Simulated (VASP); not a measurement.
Crystal: ScB4.

```
Sc B
1.0
     3.36626    0.00000    0.00000
     0.00000    3.36626    0.00000
     0.00000    0.00000    4.14765
Sc B
1 4
Direct
  0.00000 0.00000 0.50000
  0.50000 0.00000 0.00000
  0.00000 0.50000 0.00000
  0.50000 0.50000 0.00000
  0.50000 0.50000 0.50000
```

| Property | Result |
| --- | --- |
| Program | VASP 6.6.1 |
| Task | relaxation of cell and atoms |
| Functional | PBE |
| Potentials or basis | VASP PAW PBE potentials, release 64 (Sc_sv, B) |
| Cutoff | 600 eV |
| k mesh | 6 × 6 × 4 |
| Occupations | gaussian, width 0.1 eV |
| Spin | no spin polarisation |

At the start: pressure 2.9 GPa; volume 9.40 Å³/atom.

Q: Where does the relaxation end?

A: Over 6 steps the energy falls by 13.1 meV/atom and the volume is 9.78 Å³/atom (+4.1 %); space group P4/mmm (No. 123, to 0.05 Å).

Step by step:
```tsv
step	energy change (eV)	largest force (eV/Å)	pressure (GPa)	volume (Å³)
1	0.0000	0.0000	2.91	47.00
2	-0.0361	0.0000	-0.04	48.16
3	-0.0478	0.0000	-3.04	49.58
4	-0.0638	0.0000	-1.07	49.31
5	-0.0638	0.0000	-1.01	49.30
6	-0.0653	0.0000	-0.10	48.90
```

Final structure:
```
CELL_PARAMETERS angstrom
3.33561 0.00000 0.00000
0.00000 3.33561 0.00000
0.00000 0.00000 4.39536
ATOMIC_POSITIONS crystal
Sc 0.00000 0.00000 0.50000
B 0.50000 0.00000 0.00000
B 0.00000 0.50000 0.00000
B 0.50000 0.50000 0.00000
B 0.50000 0.50000 0.50000
```

Caveat: the k points lie up to 0.36 Å⁻¹ apart in the final cell.
